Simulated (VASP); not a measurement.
Set up this calculation in VASP 6.6.1, as the native input.

```
Task                   : relaxation of cell and atoms
Functional             : LDA
Potentials or basis    : VASP PAW LDA potentials, release 64 (K_sv, Ta_sv_GW, O)
Cutoff                 : 700 eV
k mesh                 : 6 × 6 × 6
Occupations            : fermi-dirac, width 0.02 eV
Spin                   : no spin polarisation
Dipole correction      : no
Further INCAR settings : ALGO = Normal; EDIFF = 1e-07; IBRION = 2; EDIFFG = -0.005; NSW = 80; ISIF = 3
```

The structure of KTaO3 lies in POSCAR:

```
KTaO3
1.0
    4.0243816796      0.0000000000      0.0000000000
    0.0000000000      4.0243816796      0.0000000000
    0.0000000000      0.0000000000      4.0243816796
K Ta O
1 1 3
Direct
    0.5000000000      0.5000000000      0.5000000000
    0.0000000000      0.0000000000      0.0000000000
    0.5000000000      0.0000000000      0.0000000000
    0.0000000000      0.5000000000      0.0000000000
    0.0000000000      0.0000000000      0.5000000000
```

The input as run:

INCAR

```
SYSTEM = KTaO3
PREC = Accurate ; ENCUT = 700
EDIFF = 1E-7 ; ISMEAR = -1
SIGMA = 0.02 ; LREAL = .FALSE.
LASPH = .TRUE. ; NELM = 120
ALGO = Normal ; ISIF = 3
LWAVE = .FALSE. ; LCHARG = .FALSE.
GGA = CA ; IBRION = 2
NSW = 80 ; EDIFFG = -0.005
GGA_COMPAT = .FALSE. ; NELMIN = 4
```

KPOINTS

```
Automatic mesh
0
G
  6 6 6
  0 0 0
```

Potentials or basis: VASP PAW LDA potentials, release 64 (K_sv, Ta_sv_GW, O).

Command:

```console
$ cat potpaw_LDA.64/K_sv/POTCAR potpaw_LDA.64/Ta_sv_GW/POTCAR potpaw_LDA.64/O/POTCAR > POTCAR
$ mpirun -np 1 vasp_std > vasp.out
```

It gave:

```json
{
 "Relaxed volume": "12.39 Å³/atom",
 "Relaxed cell": "a = 3.957 Å, b = 3.957 Å, c = 3.957 Å, α = 90.00°, β = 90.00°, γ = 90.00°",
 "Space group after relaxing (to 0.1 Å)": "Pm-3m (No. 221)",
 "Energy gained by relaxing": "21.0 meV/atom",
 "Ionic steps": "4",
 "Pressure after relaxing": "0.0 GPa",
 "Band gap on the k mesh": "2.10 eV (least direct gap 2.71 eV)"
}
```

Caveat: spin-orbit coupling is left out, which moves the levels of the heavy elements.

It took 3.2 min on 1 thread of Intel(R) Xeon(R) Platinum 8259CL CPU @ 2.50GHz (Skylake/Cascade Lake) (shared host), peak memory 0.22 GiB.
